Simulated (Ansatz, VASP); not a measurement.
**Two plane-wave programs on CdS**

POSCAR

```
CdS
1.0
    0.0000000000      2.8510383978      2.8510383978
    2.8510383978      0.0000000000      2.8510383978
    2.8510383978      2.8510383978      0.0000000000
Cd S
1 1
Direct
    0.0000000000      0.0000000000      0.0000000000
    0.2500000000      0.2500000000      0.2500000000
```

INCAR.step1

```
PREC     = Accurate       # precision mode
ENCUT    = 520            # plane-wave cutoff, eV
ISMEAR   = -1             # smearing method
SIGMA    = 0.02           # smearing width, eV
LREAL    = F              # projectors in reciprocal space
LASPH    = T              # aspherical terms in the spheres
NELM     = 150            # most SCF steps
MAGMOM   = 0 0 0 0 0 0    # initial moments
LSORBIT  = T              # spin-orbit coupling
GGA_COMPAT= F            
NBANDS   = 30             # bands
GGA      = PE             # functional
ALGO     = Normal         # electronic algorithm
EDIFF    = 1E-4           # SCF threshold, eV
LWAVE    = T              # write WAVECAR
LCHARG   = F              # write CHGCAR
```

Contents of INCAR.step2:

```
PREC     = Accurate       # precision mode
ENCUT    = 520            # plane-wave cutoff, eV
EDIFF    = 1E-7           # SCF threshold, eV
ISMEAR   = -1             # smearing method
SIGMA    = 0.02           # smearing width, eV
LREAL    = F              # projectors in reciprocal space
LASPH    = T              # aspherical terms in the spheres
NELM     = 150            # most SCF steps
ALGO     = Normal         # electronic algorithm
ISIF     = 2              # what is computed and relaxed
LWAVE    = F              # write WAVECAR
LCHARG   = T              # write CHGCAR
MAGMOM   = 0 0 0 0 0 0    # initial moments
LORBIT   = 11             # projections on sites
LSORBIT  = T              # spin-orbit coupling
GGA_COMPAT= F            
LORBMOM  = T            
METAGGA  = R2SCAN         # meta-GGA
LMIXTAU  = T            
LVHAR    = T            
NBANDS   = 30             # bands
ISTART   = 1
```

The input KPOINTS:

```
regular mesh
0
Gamma
  8 8 8
```

Input for Ansatz:

```yaml
crystal:
  lattice:
    - [0.0, 2.8510383978, 2.8510383978]
    - [2.8510383978, 0.0, 2.8510383978]
    - [2.8510383978, 2.8510383978, 0.0]
  atoms:
    - { symbol: Cd, position: [0.0, 0.0, 0.0] }
    - { symbol: S, position: [0.25, 0.25, 0.25] }
kpoints:
  mp_grid: { grid: [8, 8, 8] }
  band_path:
    path:
      - [0.0, 0.0, 0.0]
      - [-0.5, -0.5, 0.0]
      - [-0.375, -0.375, 0.25]
      - [-0.375, 0.0, 0.375]
      - [0.0, 0.0, 0.5]
      - [-0.5, -0.25, 0.25]
    npoints: 1
hamiltonian:
  xc: r2scan
scf:
  occupations: { method: fermi_dirac, width: 0.02 }
  n_extra_bands: 8
magnetization:
  noncollinear: true
  spin_orbit: true
output:
  forces: true
  stress: true
  eigenvalues: true
  write_density: true
  write_potential: true
  elf: true
  volumetric_format: npy
```

Change from the starting cell: hydrostatic strain -3.0%.

Alike in both runs: task single point; functional r2SCAN; k mesh 8 × 8 × 8; occupations fermi-dirac, width 0.02 eV; non-collinear spin, spin-orbit coupling.

|  | VASP | Ansatz |
| --- | --- | --- |
| version | VASP 6.6.1 | Ansatz 0.2.0 |
| potentials or method | VASP PAW PBE potentials, release 64 (Cd, S) | plane waves, PAW |
| plane-wave cutoff (eV) | 520 | 500 |
| valence electrons in the cell | 18 | 26 |

```csv
,VASP,Ansatz,Ansatz less VASP
pressure (GPa),7.2,6.7,-0.48
net moment per atom (μB),0.00,0.00,0.000
```

VASP's potentials were made for PBE, not for r2SCAN. VASP's potentials hold 18 valence electrons a cell and Ansatz's 26, so a difference there can come from the potentials and not from the codes.
